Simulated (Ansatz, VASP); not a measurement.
One calculation of F, two programs

File INCAR:

```
PREC = Accurate ; ENCUT = 520
EDIFF = 1E-6 ; ISMEAR = 0
SIGMA = 0.05 ; LREAL = F
LASPH = T ; NELM = 60
ALGO = Normal ; ISIF = 2
LWAVE = F ; LCHARG = F
GGA = PE ; IVDW = 12
NBANDS = 22
```

The input KPOINTS:

```
regular mesh
0
Gamma
  8 8 4
```

File POSCAR:

```
F
1.0
    2.7239815093     -1.8757839744      0.2874697616
    2.7239815093      1.8757839744      0.2874697616
   -0.8655810057      0.0000000000      7.0665503466
F
4
Direct
    0.9138648456      0.5855481450      0.0939279973
    0.4144518550      0.0861351544      0.4060720027
    0.0861351544      0.4144518550      0.9060720027
    0.5855481450      0.9138648456      0.5939279973
```

Input for Ansatz:

```yaml
crystal:
  lattice:
    - [2.7239815093, -1.8757839744, 0.2874697616]
    - [2.7239815093, 1.8757839744, 0.2874697616]
    - [-0.8655810057, 0.0, 7.0665503466]
  atoms:
    - { symbol: F, position: [0.9138648456, 0.585548145, 0.0939279973] }
    - { symbol: F, position: [0.414451855, 0.0861351544, 0.4060720027] }
    - { symbol: F, position: [0.0861351544, 0.414451855, 0.9060720027] }
    - { symbol: F, position: [0.585548145, 0.9138648456, 0.5939279973] }
basis:
  ecutwfc: 520.0
kpoints:
  mp_grid: { grid: [8, 8, 4] }
hamiltonian:
  xc: pbe
  dispersion: d3bj
scf:
  occupations: { method: gaussian, width: 0.05 }
output:
  forces: true
  stress: true
  eigenvalues: true
```

Change from the starting cell: volume 18.287 Å^3 an atom, stretch along a over the lengths across it, relative to the relaxed cell 0.9230.

Alike in both runs: task single point; functional PBE; dispersion D3(BJ); k mesh 8 × 8 × 4; occupations gaussian, width 0.05 eV; no spin polarisation.

|  | VASP | Ansatz |
| --- | --- | --- |
| version | VASP 6.6.1 | Ansatz 0.2.0 |
| potentials or method | VASP PAW PBE potentials, release 64 (F), cutoff 520 eV | scalar-relativistic, plane waves, PAW |
| valence electrons in the cell | 28 | 28 |

```csv
,VASP,Ansatz,Ansatz less VASP
gap on the k mesh at the Fermi level (eV),2.30,2.36,+0.060
least direct gap on the mesh (eV),2.30,2.36,+0.060
pressure (GPa),-4.2,-4.3,-0.11
"traceless stress, the component that is largest in VASP (GPa)",-5.13,-5.95,-0.820
rms of the force components (eV/Å),0.924,1.075,+0.1508
```

Atom by atom the forces differ by 0.151 eV/Å (rms over components).
